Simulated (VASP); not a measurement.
# HfS2 (P-3m1) in VASP: single point with HSE06

Aim: the single point of HfS2 with HSE06.

Program: VASP 6.6.1. These are calculated values, not measurements. Logs are shortened: lines on timing, memory, paths and dates and some standing lists are left out, and cuts for length are marked.

### 1 The cell of the first run

It takes space group P-3m1 (No. 164, trigonal). Conventional cell: a = 3.660 Å, b = 3.660 Å, c = 5.927 Å, α = 90.00°, β = 90.00°, γ = 120.00°. Hf (site symmetry -3m) has 6 S at 2.55 Å within 3.4 Å. Within 3.4 Å of S (site symmetry 3m) lie 3 Hf at 2.55 Å.

### 2 Single point, HSE06 (strain +0.8%)

POSCAR reads:

```
HfS2
1.0
    3.6603760808      0.0000000000      0.0000000000
   -1.8301880404      3.1699786734      0.0000000000
    0.0000000000      0.0000000000      5.9274995481
Hf S
1 2
Direct
    0.0000000000      0.0000000000      0.0000000000
    0.6666666667      0.3333333333      0.7593748374
    0.3333333333      0.6666666667      0.2406251626
```

INCAR.step1 reads:

```
SYSTEM = HfS2
PREC = Accurate ; ENCUT = 400
EDIFF = 1E-5 ; ISMEAR = 0
SIGMA = 0.01 ; LREAL = .False.
LASPH = .True. ; NELM = 120
ALGO = Normal ; ISIF = 2
LWAVE = .True. ; LCHARG = .False.
GGA = PE ; NBANDS = 18
GGA_COMPAT = .False.
```

INCAR.step2 reads:

```
SYSTEM = HfS2
PREC = Accurate ; ENCUT = 400
EDIFF = 1E-6 ; ISMEAR = 0
SIGMA = 0.01 ; LREAL = .False.
LASPH = .True. ; NELM = 120
ALGO = Normal ; ISIF = 2
LWAVE = .False. ; LCHARG = .False.
GGA = PE ; LHFCALC = .True.
HFSCREEN = 0.2079 ; PRECFOCK = Normal
ISTART = 1 ; NBANDS = 18
GGA_COMPAT = .False.
```

KPOINTS reads:

```
Automatic mesh
0
Gamma
  6 6 4
  0 0 0
```

Potentials or basis: VASP PAW PBE potentials, release 64 (Hf_pv, S).

Started as:

```
> cat potpaw_PBE.64/Hf_pv/POTCAR potpaw_PBE.64/S/POTCAR > POTCAR
> cp INCAR.step1 INCAR
> mpirun -np 1 vasp_std > vasp.out
> cp INCAR.step2 INCAR
> mpirun -np 1 vasp_std > vasp.out
```

OUTCAR:

```text
SYSTEM = HfS2
   PREC = Accurate
   ENCUT = 400
   EDIFF = 1E-6
   ISMEAR = 0
   LREAL = .False.
   LASPH = .True.
   NELM = 120
   ISIF = 2
   GGA = PE
   LHFCALC = .True.
   HFSCREEN = 0.2079
   PRECFOCK = Normal
   ISTART = 1

 ion  position               nearest neighbor table
   1  0.000  0.000  0.000-   2 2.55   3 2.55   2 2.55   3 2.55   2 2.55   3 2.55
   2  0.667  0.333  0.759-   1 2.55   1 2.55   1 2.55
   3  0.333  0.667  0.241-   1 2.55   1 2.55   1 2.55

  LATTYP: Found a hexagonal cell.
 ALAT       =     3.6603760808
 C/A-ratio  =     1.6193689985

  Lattice vectors:

 A1 = (   3.6603760808,   0.0000000000,   0.0000000000)
 A2 = (  -1.8301880404,   3.1699786734,   0.0000000000)
 A3 = (   0.0000000000,   0.0000000000,   5.9274995481)

Analysis of symmetry for initial positions (statically):
=====================================================================
 Subroutine PRICEL returns:
 Original cell was already a primitive cell.

 Routine SETGRP: Setting up the symmetry group for a
 hexagonal supercell.

 Subroutine GETGRP returns: Found 12 space group operations
 (whereof 12 operations were pure point group operations)
 out of a pool of 24 trial point group operations.

The static configuration has the point symmetry D_3d.

Analysis of symmetry for dynamics (positions and initial velocities):
=====================================================================
 Subroutine PRICEL returns:
 Original cell was already a primitive cell.

 Routine SETGRP: Setting up the symmetry group for a
 hexagonal supercell.

 Subroutine GETGRP returns: Found 12 space group operations
 (whereof 12 operations were pure point group operations)
 out of a pool of 24 trial point group operations.

The dynamic configuration has the point symmetry D_3d.

 Subroutine INISYM returns: Found 12 space group operations
 (whereof 12 operations are pure point group operations),
 and found     1 'primitive' translations

----------------------------------------------------------------------------------------

                                     Primitive cell

  volume of cell :      68.7786

  direct lattice vectors                    reciprocal lattice vectors
     3.660376081  0.000000000  0.000000000     0.273195972  0.157729768  0.000000000
    -1.830188040  3.169978673  0.000000000     0.000000000  0.315459536  0.000000000
     0.000000000  0.000000000  5.927499548     0.000000000  0.000000000  0.168705201

  length of vectors
     3.660376081  3.660376081  5.927499548     0.315459536  0.315459536  0.168705201

  position of ions in fractional coordinates (direct lattice)
     0.000000000  0.000000000  0.000000000
     0.666666667  0.333333333  0.759374837
     0.333333333  0.666666667  0.240625163

  ion indices of the primitive-cell ions
   primitive index   ion index
                 1           1
                 2           2
                 3           3

----------------------------------------------------------------------------------------

 KPOINTS: Automatic mesh

Automatic generation of k-mesh.
 Grid dimensions read from file:
 generate k-points for:    6    6    4

 Generating k-lattice:

  Cartesian coordinates                     Fractional coordinates (reciprocal lattice)
     0.045532662  0.026288295  0.000000000     0.166666667  0.000000000  0.000000000
     0.000000000  0.052576589  0.000000000     0.000000000  0.166666667  0.000000000
     0.000000000  0.000000000  0.042176300     0.000000000  0.000000000  0.250000000

  Length of vectors
     0.052576589  0.052576589  0.042176300

  Shift w.r.t. Gamma in fractional coordinates (k-lattice)
     0.000000000  0.000000000  0.000000000

 Subroutine IBZKPT returns following result:
 ===========================================

 Found     24 irreducible k-points:

 Following reciprocal coordinates:
            Coordinates               Weight
  0.000000  0.000000  0.000000      1.000000
  0.166667 -0.000000  0.000000      6.000000
  0.333333  0.000000  0.000000      6.000000
  0.500000  0.000000  0.000000      3.000000
  0.166667  0.166667  0.000000      6.000000
  0.333333  0.166667  0.000000     12.000000
[... 16 lines left out ...]
  0.333333  0.166667  0.500000     12.000000
  0.333333  0.333333  0.500000      2.000000
   k-points           NKPTS =     24   k-points in BZ     NKDIM =    144   number of bands    NBANDS=     18
   number of dos      NEDOS =    301   number of ions     NIONS =      3
   total plane-waves  NPLWV =  23040
   dimension x,y,z NGX =    24 NGY =   24 NGZ =   40
   dimension x,y,z NGXF=    48 NGYF=   48 NGZF=   80
   ions per type =               1   2
   NGX,Y,Z   is equivalent  to a cutoff of  10.90, 10.90, 11.22 a.u.
   NGXF,Y,Z  is equivalent  to a cutoff of  21.80, 21.80, 22.44 a.u.
 SYSTEM =  HfS2
   PREC   = accura    normal or accurate (medium, high low for compatibility)
   ISTART =      1    job   : 0-new  1-cont  2-samecut
   ICHARG =      0    charge: 1-file 2-atom 10-const
   ISPIN  =      1    spin polarized calculation?
   LNONCOLLINEAR =      F non collinear calculations
   LSORBIT =      F    spin-orbit coupling
   LASPH  =      T    aspherical Exc in radial PAW
   ENCUT  =  400.0 eV  29.40 Ry    5.42 a.u.   5.97  5.97  9.67*2*pi/ulx,y,z
   NELM   =    120;   NELMIN=  2; NELMDL=  0     # of ELM steps
   EDIFF  = 0.1E-05   stopping-criterion for ELM
   LREAL  =      F    real-space projection
   EDIFFG = 0.1E-04   stopping-criterion for IOM
   NSW    =      0    number of steps for IOM
   IBRION =     -1    ionic relax: 0-MD 1-quasi-New 2-CG
   NFREE  =      0    steps in history (QN), initial steepest desc. (CG)
   ISIF   =      2    stress and relaxation
   ISYM   =      3    0-nonsym 1-usesym 2-fastsym
   POTIM  = 0.5000    time-step for ionic-motion
   TEBEG  =    0.0;   TEEND  =   0.0 temperature during run
   PSTRESS=    0.0 pullay stress
   NELECT =      22.0000    total number of electrons
   NUPDOWN=      -1.0000    fix difference up-down
   EMIN   =  10.00;   EMAX   =-10.00  energy-range for DOS
   EFERMI =   0.00;   METHOD = LEGACY
   ISMEAR =     0;   SIGMA  =   0.01  broadening in eV -4-tet -1-fermi 0-gaus
   EFERMI_NEDOS =   21; number of points for ismear=-14 and -15
   IALGO  =     38    algorithm
   IMIX   =      1    mixing-type and parameters
     AMIX     =   0.40;   BMIX     =  1.00
     AMIX_MAG =   1.60;   BMIX_MAG =  1.00
  volume/ion in A,a.u.               =      22.93       154.71
  Fermi-wavevector in a.u.,A,eV,Ry     =   1.119604  2.115745 17.055088  1.253514
  Thomas-Fermi vector in A             =   2.256245
   LORBIT       =      0    0 simple, 1 ext, 2 COOP (PROOUT), +10 PAW based schemes
   GGA     = PE    functional components
   LHFCALC =     T    Hartree Fock is set to
   PRECFOCK=normal    Normal, Fast or Accurate (Low or Medium for compatibility)
   ENCUT4O =  -1.0   cutoff for four orbital integrals eV
   NKREDX  =     1    reduce k-point grid by
   NKREDY  =     1    reduce k-point grid by
   NKREDZ  =     1    reduce k-point grid by
   AEXX    =    0.2500 exact exchange contribution
   HFSCREEN=    0.2079 screening length (either q_TF or 0.3 A-1)
   HFSCREENC=   0.2079 screening length for correlation (either q_TF or 0.3 A-1)
   ENCUTFOCK=  -1.0 apply spherical cutoff to Coloumb kernel
   IVDW    =     0    specifies the selected vdW correction
   LEPSILON=     F    determine dielectric tensor
   LRPA    =     F    only Hartree local field effects (RPA)
 non-spin polarized calculation
 Gauss-broadening in eV      SIGMA  =   0.01
  energy-cutoff  :      400.00
  volume of cell :       68.78
 maximum number of plane-waves:      1272
  NGX = 18; NGY = 18; NGZ = 30

 number of electron      21.9999997 magnetization

 Free energy of the ion-electron system (eV)
  ---------------------------------------------------
  ext. energy  EPLUGINS =         0.00000000
  ---------------------------------------------------
  free energy    TOTEN  =       -26.93837157 eV

  energy without entropy =      -26.93837157  energy(sigma->0) =      -26.93837157

 E-fermi :   2.6700     XC(G=0):  -7.8935

 val. band max:        2.4916091174   @ k =   0.0000   0.0000   0.0000
 cond. band min:       4.4484682332   @ k =   0.5000   0.0000   0.5000
 fundamental gap:      1.9568591158
 Fermi energy:         2.6699867525

 k-point     1 :       0.0000    0.0000    0.0000
  band No.  band energies     occupation
      1     -30.3800      2.00000
      2     -30.2469      2.00000
      3     -30.2469      2.00000
      4     -11.9112      2.00000
      5     -10.0518      2.00000
      6      -2.6014      2.00000
[... 10 lines left out ...]
     17       9.0023      0.00000
     18       9.1705      0.00000

 k-point     2 :       0.1667   -0.0000    0.0000
  band No.  band energies     occupation
      1     -30.3701      2.00000
      2     -30.3016      2.00000
      3     -30.2594      2.00000
      4     -11.5770      2.00000
      5     -10.1110      2.00000
      6      -2.1937      2.00000
[... 10 lines left out ...]
     17      10.2066      0.00000
     18      10.9994      0.00000

 k-point     3 :       0.3333    0.0000    0.0000
  band No.  band energies     occupation
      1     -30.4095      2.00000
      2     -30.3498      2.00000
      3     -30.2841      2.00000
      4     -10.8428      2.00000
      5     -10.2002      2.00000
      6      -1.9547      2.00000
[... 10 lines left out ...]
     17      10.8523      0.00000
     18      11.5303      0.00000

 k-point     4 :       0.5000    0.0000    0.0000
  band No.  band energies     occupation
      1     -30.4623      2.00000
      2     -30.3398      2.00000
      3     -30.2964      2.00000
      4     -10.5380      2.00000
      5     -10.1058      2.00000
      6      -2.7822      2.00000
[... 10 lines left out ...]
     17      10.1290      0.00000
     18      11.6393      0.00000

 k-point     5 :       0.1667    0.1667    0.0000
  band No.  band energies     occupation
      1     -30.3722      2.00000
      2     -30.3552      2.00000
      3     -30.2883      2.00000
      4     -11.0255      2.00000
      5     -10.1949      2.00000
      6      -1.5506      2.00000
[... 10 lines left out ...]
     17      11.8986      0.00000
     18      11.9934      0.00000

 k-point     6 :       0.3333    0.1667    0.0000
  band No.  band energies     occupation
      1     -30.4345      2.00000
      2     -30.3403      2.00000
      3     -30.3246      2.00000
      4     -10.4519      2.00000
      5     -10.2004      2.00000
      6      -2.2682      2.00000
[... 10 lines left out ...]
     17      11.1557      0.00000
     18      11.9539      0.00000

 k-point     7 :       0.3333    0.3333    0.0000
  band No.  band energies     occupation
      1     -30.3963      2.00000
      2     -30.3963      2.00000
      3     -30.3354      2.00000
      4     -10.2191      2.00000
      5     -10.2191      2.00000
      6      -1.8963      2.00000
[... 10 lines left out ...]
     17      10.9414      0.00000
     18      13.7264      0.00000

 k-point     8 :       0.0000    0.0000    0.2500
  band No.  band energies     occupation
      1     -30.3800      2.00000
      2     -30.2469      2.00000
      3     -30.2469      2.00000
      4     -11.8119      2.00000
      5     -10.2299      2.00000
      6      -2.1331      2.00000
[... 10 lines left out ...]
     17       9.3494      0.00000
     18       9.8738      0.00000
[... 229 lines left out ...]
     17      10.9520      0.00000
     18      11.5641      0.00000

 k-point    20 :       0.3333    0.0000    0.5000
  band No.  band energies     occupation
      1     -30.4094      2.00000
      2     -30.3497      2.00000
      3     -30.2842      2.00000
      4     -10.7304      2.00000
      5     -10.3219      2.00000
      6      -2.1430      2.00000
[... 10 lines left out ...]
     17      10.1086      0.00000
     18      10.8233      0.00000

 k-point    21 :       0.5000    0.0000    0.5000
  band No.  band energies     occupation
      1     -30.4622      2.00000
      2     -30.3398      2.00000
      3     -30.2965      2.00000
      4     -10.6178      2.00000
      5      -9.9980      2.00000
      6      -2.9093      2.00000
[... 10 lines left out ...]
     17      10.0260      0.00000
     18      11.1697      0.00000

 k-point    22 :       0.1667    0.1667    0.5000
  band No.  band energies     occupation
      1     -30.3721      2.00000
      2     -30.3552      2.00000
      3     -30.2884      2.00000
      4     -10.8347      2.00000
      5     -10.4196      2.00000
      6      -1.6722      2.00000
[... 10 lines left out ...]
     17      11.6506      0.00000
     18      12.1911      0.00000

 k-point    23 :       0.3333    0.1667    0.5000
  band No.  band energies     occupation
      1     -30.4344      2.00000
      2     -30.3403      2.00000
      3     -30.3246      2.00000
      4     -10.4781      2.00000
      5     -10.1649      2.00000
      6      -2.3726      2.00000
[... 10 lines left out ...]
     17      10.9373      0.00000
     18      10.9949      0.00000

 k-point    24 :       0.3333    0.3333    0.5000
  band No.  band energies     occupation
      1     -30.3962      2.00000
      2     -30.3962      2.00000
      3     -30.3354      2.00000
      4     -10.2206      2.00000
      5     -10.2206      2.00000
      6      -1.6028      2.00000
[... 10 lines left out ...]
     17      11.8124      0.00000
     18      12.4417      0.00000

------------------------ aborting loop because EDIFF is reached ----------------------------------------

  FORCE on cell =-STRESS in cart. coord.  units (eV):
  Direction    XX          YY          ZZ          XY          YZ          ZX
  --------------------------------------------------------------------------------------
  -------------------------------------------------------------------------------------
  Total       -0.7547690     -0.7547690      0.0127868     -0.0000000      0.0000000      0.0000000
  in kB      -17.5821124    -17.5821124      0.2978654     -0.0000000      0.0000000      0.0000000
  external PRESSURE =     -11.6221198 kB  Pullay stress =       0.0000000 kB

 VOLUME and BASIS-vectors are now :
 -----------------------------------------------------------------------------
  energy-cutoff  :      400.00
  volume of cell :       68.78
      direct lattice vectors                 reciprocal lattice vectors
     3.660376081  0.000000000  0.000000000     0.273195972  0.157729768  0.000000000
    -1.830188040  3.169978673  0.000000000     0.000000000  0.315459536  0.000000000
     0.000000000  0.000000000  5.927499548     0.000000000  0.000000000  0.168705201

 POSITION                                       TOTAL-FORCE (eV/Angst)
 -----------------------------------------------------------------------------------
      0.00000      0.00000      0.00000         0.000000      0.000000      0.000000
      1.83019      1.05666      4.50119         0.000000      0.000000      0.199348
     -0.00000      2.11332      1.42631        -0.000000     -0.000000     -0.199348
 -----------------------------------------------------------------------------------
    total drift:                                0.000000     -0.000000     -0.000001

  FREE ENERGIE OF THE ION-ELECTRON SYSTEM (eV)
  ---------------------------------------------------
  free  energy   TOTEN  =       -26.9383715718 eV

  energy  without entropy=      -26.9383715718  energy(sigma->0) =      -26.93837157
```

It took 32 min on 1 thread of Intel Xeon Platinum 8559C (Emerald Rapids), shared host; peak memory 0.28 GiB.

What came out:

- Free energy: -26.9384 eV
- Pressure: -1.2 GPa
- Largest force: 0.199 eV/Å
- Band gap on the k mesh: 1.96 eV (least direct gap 2.81 eV)

Forces on the atoms (eV/Å):
```
Hf   0.000  0.000  0.000
S    0.000  0.000  0.199
S    0.000  0.000 -0.199
```

Caveat: the cell differs from its parent crystal (strain +0.8%); the PAW data sets were made with another functional, which shifts forces and pressure a little; spin-orbit coupling is left out, which moves the levels of the heavy elements; this functional lacks dispersion, which binds the layers, so the pressure and a relaxed spacing across them are unreliable.
